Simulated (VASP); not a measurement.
Write the native input for VASP 6.6.1 that does the following.

| Item | Value |
| --- | --- |
| Task | single point |
| Functional | LDA |
| Potentials or basis | VASP PAW LDA potentials, release 64 (H) |
| Cutoff | 520 eV |
| k mesh | 8 × 8 × 4 |
| Occupations | gaussian, width 0.05 eV |
| Spin | no spin polarisation |
| Dipole correction | no |
| Further INCAR settings | ALGO = Normal; EDIFF = 1e-06; NBANDS = 10 |

The structure of H lies in POSCAR:

```
H
1.0
    1.5990759042     -2.6497375831      0.0000000000
    1.5990759042      2.6497375831      0.0000000000
    0.0000000000      0.0000000000      6.3137686200
H
4
Direct
    0.5678085000      0.4321915000      0.9995149500
    0.4321915000      0.5678085000      0.0004850500
    0.4321915000      0.5678085000      0.4995149500
    0.5678085000      0.4321915000      0.5004850500
```

This cell differs from its parent crystal: strain -0.0300 x Voigt [1, 1, 0, 0, 0, 0].

The input as run:

INCAR

```
ALGO = Normal
EDIFF = 1E-6
ENCUT = 520
GGA = CA
ISIF = 2
ISMEAR = 0
LASPH = T
LCHARG = F
LREAL = F
LWAVE = F
NBANDS = 10
NELM = 100
PREC = Accurate
SIGMA = 0.05
```

KPOINTS

```
k-points
0
Gamma
  8 8 4
```

Potentials or basis: VASP PAW LDA potentials, release 64 (H).

Command:

```console
$ cat potpaw_LDA.64/H/POTCAR > POTCAR
$ mpirun -np 1 vasp_std > vasp.out
```

It gave:

```
Pressure               : 2.1 GPa
Largest force          : 1.883 eV/Å
Band gap on the k mesh : 7.97 eV
```

Caveat: the cell differs from its parent crystal (strain -0.0300 x Voigt [1, 1, 0, 0, 0, 0]); forces of over 1 eV/Å act on the atoms, so gaps and moduli don't describe the material at rest.

Wall time 14 s on 1 thread of Intel(R) Xeon(R) Platinum 8375C CPU @ 2.90GHz (Ice Lake) (shared host), peak memory 0.15 GiB.
